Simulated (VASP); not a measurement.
# CaTlIr3 (Pm-3m) in VASP: a series of runs

CaTlIr3 is run at these levels: PBE; tasks: single point.

Program: VASP 6.6.1. These are calculated values, not measurements. Logs are shortened: lines on timing, memory, paths and dates and some standing lists are left out, and cuts for length are marked.

## Step 1: The cell of the first run

It takes space group Pm-3m (No. 221, cubic). Conventional cell: a = 5.012 Å, b = 5.012 Å, c = 5.012 Å, α = 90.00°, β = 90.00°, γ = 90.00°. Ca (site symmetry m-3m) has 12 Ir at 3.54 Å and 8 Tl at 4.34 Å within 4.7 Å. Tl (site symmetry m-3m) has 6 Ir at 2.51 Å within 3.3 Å. Within 3.3 Å of Ir (site symmetry 4/mmm) lie 2 Tl at 2.51 Å.

The cell was built from a structure type or drawn by symmetry, and may not be a known phase.

## Step 2: Single point, PBE, collinear spin

INCAR reads:

```
SYSTEM = CaTlIr3
  PREC = Accurate
  ENCUT = 520
  EDIFF = 1E-6
  ISMEAR = 0
  SIGMA = 0.1
  LREAL = .False.
  LASPH = .True.
  NELM = 150
  ALGO = Normal
  ISIF = 2
  LWAVE = .False.
  LCHARG = .False.
  ISPIN = 2
  MAGMOM = 0 0 0.38 0.38 0.38
  LORBIT = 11
  LMAXMIX = 4
  GGA = PE
  NBANDS = 37
```

KPOINTS reads:

```
regular mesh
0
Gamma
  8 8 8
  0 0 0
```

POSCAR reads:

```
CaTlIr3
1.0
    5.0117216882      0.0000000000      0.0000000000
    0.0000000000      5.0117216882      0.0000000000
    0.0000000000      0.0000000000      5.0117216882
Ca Tl Ir
1 1 3
Direct
    0.5000000000      0.5000000000      0.5000000000
    0.0000000000      0.0000000000      0.0000000000
    0.5000000000      0.0000000000      0.0000000000
    0.0000000000      0.5000000000      0.0000000000
    0.0000000000      0.0000000000      0.5000000000
```

Potentials or basis: VASP PAW PBE potentials, release 64 (Ca_sv, Tl_d, Ir).

The run is started by

```
> cat potpaw_PBE.64/Ca_sv/POTCAR potpaw_PBE.64/Tl_d/POTCAR potpaw_PBE.64/Ir/POTCAR > POTCAR
> mpirun -np 1 vasp_std > vasp.out
```

OUTCAR:

```text
SYSTEM = CaTlIr3
   PREC = Accurate
   ENCUT = 520
   EDIFF = 1E-6
   ISMEAR = 0
   LREAL = .False.
   LASPH = .True.
   NELM = 150
   ISIF = 2
   ISPIN = 2
   LORBIT = 11
   GGA = PE

 ion  position               nearest neighbor table
   1  0.500  0.500  0.500-
   2  0.000  0.000  0.000-   3 2.51   4 2.51   5 2.51   5 2.51   4 2.51   3 2.51
   3  0.500  0.000  0.000-   2 2.51   2 2.51
   4  0.000  0.500  0.000-   2 2.51   2 2.51
   5  0.000  0.000  0.500-   2 2.51   2 2.51

  LATTYP: Found a simple cubic cell.
 ALAT       =     5.0117216882

  Lattice vectors:

 A1 = (   5.0117216882,   0.0000000000,   0.0000000000)
 A2 = (   0.0000000000,   5.0117216882,   0.0000000000)
 A3 = (   0.0000000000,   0.0000000000,   5.0117216882)

Analysis of symmetry for initial positions (statically):
=====================================================================
 Subroutine PRICEL returns:
 Original cell was already a primitive cell.

 Routine SETGRP: Setting up the symmetry group for a
 simple cubic supercell.

 Subroutine GETGRP returns: Found 48 space group operations
 (whereof 48 operations were pure point group operations)
 out of a pool of 48 trial point group operations.

The static configuration has the point symmetry O_h .

Analysis of symmetry for dynamics (positions and initial velocities):
=====================================================================
 Subroutine PRICEL returns:
 Original cell was already a primitive cell.

 Routine SETGRP: Setting up the symmetry group for a
 simple cubic supercell.

 Subroutine GETGRP returns: Found 48 space group operations
 (whereof 48 operations were pure point group operations)
 out of a pool of 48 trial point group operations.

The dynamic configuration has the point symmetry O_h .

Analysis of structural, dynamic, and magnetic symmetry:
=====================================================================
 Subroutine PRICEL returns:
 Original cell was already a primitive cell.

 Routine SETGRP: Setting up the symmetry group for a
 simple cubic supercell.

 Subroutine GETGRP returns: Found 48 space group operations
 (whereof 48 operations were pure point group operations)
 out of a pool of 48 trial point group operations.

The overall configuration has the point symmetry O_h .

 Subroutine INISYM returns: Found 48 space group operations
 (whereof 48 operations are pure point group operations),
 and found     1 'primitive' translations

----------------------------------------------------------------------------------------

                                     Primitive cell

  volume of cell :     125.8812

  direct lattice vectors                    reciprocal lattice vectors
     5.011721688  0.000000000  0.000000000     0.199532229  0.000000000  0.000000000
     0.000000000  5.011721688  0.000000000     0.000000000  0.199532229  0.000000000
     0.000000000  0.000000000  5.011721688     0.000000000  0.000000000  0.199532229

  length of vectors
     5.011721688  5.011721688  5.011721688     0.199532229  0.199532229  0.199532229

  position of ions in fractional coordinates (direct lattice)
     0.500000000  0.500000000  0.500000000
     0.000000000  0.000000000  0.000000000
     0.500000000  0.000000000  0.000000000
     0.000000000  0.500000000  0.000000000
     0.000000000  0.000000000  0.500000000

  ion indices of the primitive-cell ions
   primitive index   ion index
                 1           1
                 2           2
                 3           3
                 4           4
                 5           5

----------------------------------------------------------------------------------------

 KPOINTS: regular mesh

Automatic generation of k-mesh.
 Grid dimensions read from file:
 generate k-points for:    8    8    8

 Generating k-lattice:

  Cartesian coordinates                     Fractional coordinates (reciprocal lattice)
     0.024941529  0.000000000  0.000000000     0.125000000  0.000000000  0.000000000
     0.000000000  0.024941529  0.000000000     0.000000000  0.125000000  0.000000000
     0.000000000  0.000000000  0.024941529     0.000000000  0.000000000  0.125000000

  Length of vectors
     0.024941529  0.024941529  0.024941529

  Shift w.r.t. Gamma in fractional coordinates (k-lattice)
     0.000000000  0.000000000  0.000000000

 Subroutine IBZKPT returns following result:
 ===========================================

 Found     35 irreducible k-points:

 Following reciprocal coordinates:
            Coordinates               Weight
  0.000000  0.000000  0.000000      1.000000
  0.125000  0.000000  0.000000      6.000000
  0.250000  0.000000  0.000000      6.000000
  0.375000  0.000000  0.000000      6.000000
  0.500000  0.000000  0.000000      3.000000
  0.125000  0.125000  0.000000     12.000000
[... 16 lines left out ...]
  0.375000  0.375000  0.125000     24.000000
  0.500000  0.375000  0.125000     24.000000
 [... further k-points ...]
   k-points           NKPTS =     35   k-points in BZ     NKDIM =     35   number of bands    NBANDS=     37
   number of dos      NEDOS =    301   number of ions     NIONS =      5
   total plane-waves  NPLWV =  64000
   dimension x,y,z NGX =    40 NGY =   40 NGZ =   40
   dimension x,y,z NGXF=    80 NGYF=   80 NGZF=   80
   ions per type =               1   1   3
   NGX,Y,Z   is equivalent  to a cutoff of  13.27, 13.27, 13.27 a.u.
   NGXF,Y,Z  is equivalent  to a cutoff of  26.54, 26.54, 26.54 a.u.
 SYSTEM =  CaTlIr3
   PREC   = accura    normal or accurate (medium, high low for compatibility)
   ISTART =      0    job   : 0-new  1-cont  2-samecut
   ICHARG =      2    charge: 1-file 2-atom 10-const
   ISPIN  =      2    spin polarized calculation?
   LNONCOLLINEAR =      F non collinear calculations
   LSORBIT =      F    spin-orbit coupling
   LASPH  =      T    aspherical Exc in radial PAW
   ENCUT  =  520.0 eV  38.22 Ry    6.18 a.u.   9.32  9.32  9.32*2*pi/ulx,y,z
   NELM   =    150;   NELMIN=  2; NELMDL= -5     # of ELM steps
   EDIFF  = 0.1E-05   stopping-criterion for ELM
   LREAL  =      F    real-space projection
   EDIFFG = 0.1E-04   stopping-criterion for IOM
   NSW    =      0    number of steps for IOM
   IBRION =     -1    ionic relax: 0-MD 1-quasi-New 2-CG
   NFREE  =      0    steps in history (QN), initial steepest desc. (CG)
   ISIF   =      2    stress and relaxation
   ISYM   =      2    0-nonsym 1-usesym 2-fastsym
   POTIM  = 0.5000    time-step for ionic-motion
   TEBEG  =    0.0;   TEEND  =   0.0 temperature during run
   PSTRESS=    0.0 pullay stress
   NELECT =      50.0000    total number of electrons
   NUPDOWN=      -1.0000    fix difference up-down
   EMIN   =  10.00;   EMAX   =-10.00  energy-range for DOS
   EFERMI =   0.00;   METHOD = LEGACY
   ISMEAR =     0;   SIGMA  =   0.10  broadening in eV -4-tet -1-fermi 0-gaus
   EFERMI_NEDOS =   21; number of points for ismear=-14 and -15
   IALGO  =     38    algorithm
   IMIX   =      4    mixing-type and parameters
     AMIX     =   0.40;   BMIX     =  1.00
     AMIX_MAG =   1.60;   BMIX_MAG =  1.00
  volume/ion in A,a.u.               =      25.18       169.90
  Fermi-wavevector in a.u.,A,eV,Ry     =   1.203403  2.274103 19.703680  1.448180
  Thomas-Fermi vector in A             =   2.339158
   LORBIT       =     11    0 simple, 1 ext, 2 COOP (PROOUT), +10 PAW based schemes
   GGA     = PE    functional components
   LHFCALC =     F    Hartree Fock is set to
   AEXX    =    0.0000 exact exchange contribution
   IVDW    =     0    specifies the selected vdW correction
   LEPSILON=     F    determine dielectric tensor
   LRPA    =     F    only Hartree local field effects (RPA)
 spin polarized calculation
 Gauss-broadening in eV      SIGMA  =   0.10
  energy-cutoff  :      520.00
  volume of cell :      125.88
 maximum number of plane-waves:      3448
 NGX is ok and might be reduce to    40
   NGX = 19   NGY = 19   NGZ = 19

 number of electron      50.0000002 magnetization       1.5969867

 Free energy of the ion-electron system (eV)
  ---------------------------------------------------
  ext. energy  EPLUGINS =         0.00000000
  ---------------------------------------------------
  free energy    TOTEN  =       -23.06773584 eV

  energy without entropy =      -23.03609820  energy(sigma->0) =      -23.05191702

 E-fermi :   3.8160     XC(G=0): -10.2567

 val. band max:        3.8104937868   @ k =   0.3750   0.1250   0.1250
 cond. band min:       3.8203554628   @ k =   0.3750   0.3750   0.2500
 fundamental gap:      0.0098616760
 Fermi energy:         3.8160279190

 spin component 1

 k-point     1 :       0.0000    0.0000    0.0000
  band No.  band energies     occupation
      1     -36.9668      1.00000
      2     -17.9228      1.00000
      3     -17.9228      1.00000
      4     -17.9228      1.00000
      5      -8.2541      1.00000
      6      -8.2541      1.00000
[... 29 lines left out ...]
     36       9.4952      0.00000
     37      10.5282      0.00000
[... 918 lines left out ...]
     36       9.8171      0.00000
     37      10.5302      0.00000

 [... further k-points ...]

 spin component 2

 k-point     1 :       0.0000    0.0000    0.0000
  band No.  band energies     occupation
      1     -36.9771      1.00000
      2     -17.9342      1.00000
      3     -17.9342      1.00000
      4     -17.9342      1.00000
      5      -8.2321      1.00000
      6      -8.2321      1.00000
[... 29 lines left out ...]
     36       9.6313      0.00000
     37      10.5269      0.00000
[... 918 lines left out ...]
     36       9.9360      0.00000
     37      10.6168      0.00000

 [... further k-points ...]
[... 5 lines left out ...]
  --------------------------------------------------------------------------------------
  -------------------------------------------------------------------------------------
  Total        0.0932593      0.0932593      0.0932593     -0.0000000     -0.0000000     -0.0000000
  in kB        1.1869756      1.1869756      1.1869756     -0.0000000     -0.0000000     -0.0000000
  external PRESSURE =       1.1869756 kB  Pullay stress =       0.0000000 kB

 VOLUME and BASIS-vectors are now :
 -----------------------------------------------------------------------------
  energy-cutoff  :      520.00
  volume of cell :      125.88
      direct lattice vectors                 reciprocal lattice vectors
     5.011721688  0.000000000  0.000000000     0.199532229  0.000000000  0.000000000
     0.000000000  5.011721688  0.000000000     0.000000000  0.199532229  0.000000000
     0.000000000  0.000000000  5.011721688     0.000000000  0.000000000  0.199532229

 POSITION                                       TOTAL-FORCE (eV/Angst)
 -----------------------------------------------------------------------------------
      2.50586      2.50586      2.50586         0.000000      0.000000      0.000000
      0.00000      0.00000      0.00000         0.000000      0.000000      0.000000
      2.50586      0.00000      0.00000         0.000000      0.000000      0.000000
      0.00000      2.50586      0.00000         0.000000      0.000000      0.000000
      0.00000      0.00000      2.50586         0.000000      0.000000      0.000000
 -----------------------------------------------------------------------------------
    total drift:                               -0.000000      0.000000     -0.000000

  FREE ENERGIE OF THE ION-ELECTRON SYSTEM (eV)
  ---------------------------------------------------
  free  energy   TOTEN  =       -23.0677358408 eV

  energy  without entropy=      -23.0360982017  energy(sigma->0) =      -23.05191702

 total charge

# of ion       s       p       d       tot
------------------------------------------
    1        2.029   5.831   0.149   8.008
    2        1.060   1.016   9.739  11.814
    3        0.529   0.266   7.145   7.939
    4        0.529   0.266   7.145   7.939
    5        0.529   0.266   7.145   7.939
--------------------------------------------------
tot          4.675   7.644  31.322  43.641

 magnetization (x)

# of ion       s       p       d       tot
------------------------------------------
    1       -0.001  -0.002  -0.008  -0.011
    2       -0.005  -0.019   0.014  -0.009
    3        0.008  -0.002   0.536   0.542
    4        0.008  -0.002   0.536   0.542
    5        0.008  -0.002   0.536   0.542
--------------------------------------------------
tot          0.019  -0.027   1.614   1.606
```

Wall time 5.4 min (1 thread of Intel Xeon Platinum 8488C (Sapphire Rapids), shared host); peak memory 0.46 GiB.

Results:

| Property | Result |
| --- | --- |
| Free energy | -23.0677 eV |
| Pressure | 0.1 GPa |
| Net moment | 1.60 μB per cell |
| Site moments | Ca -0.01; Tl -0.01; Ir +0.54 μB |
| Valence electrons inside the program's atomic spheres | Ca 8.01; Tl 11.81; Ir 7.94 |

Levels at points of the mesh, in eV from the Fermi level:
Spin up:
```csv
k point,band 24,band 25,band 26,band 27,band 28,band 29
"(0.00, 0.00, 0.00)",0.02,0.07,0.26,0.26,0.26,2.68
"(0.50, 0.00, 0.00)",-0.58,-0.09,0.05,2.01,2.01,3.00
"(0.50, 0.50, 0.00)",-0.80,-0.31,0.26,0.26,0.69,3.51
"(0.50, 0.50, 0.50)",-0.11,-0.11,0.71,0.71,0.71,1.21
```
Spin down:
```tsv
k point	band 21	band 22	band 23	band 24	band 25	band 26	band 27	band 28
(0.00, 0.00, 0.00)	0.25	0.25	0.27	0.27	0.27	0.38	0.38	0.68
(0.50, 0.00, 0.00)	-0.51	-0.33	-0.33	-0.21	0.25	0.46	2.11	2.11
(0.50, 0.50, 0.00)	-0.87	-0.87	-0.68	-0.23	-0.08	0.66	0.66	0.76
(0.50, 0.50, 0.50)	-0.19	-0.19	0.39	0.39	0.39	0.99	0.99	0.99
```

Caveat: spin-orbit coupling is left out, which moves the levels of the heavy elements.

(Part 1 of 2 ends here.)
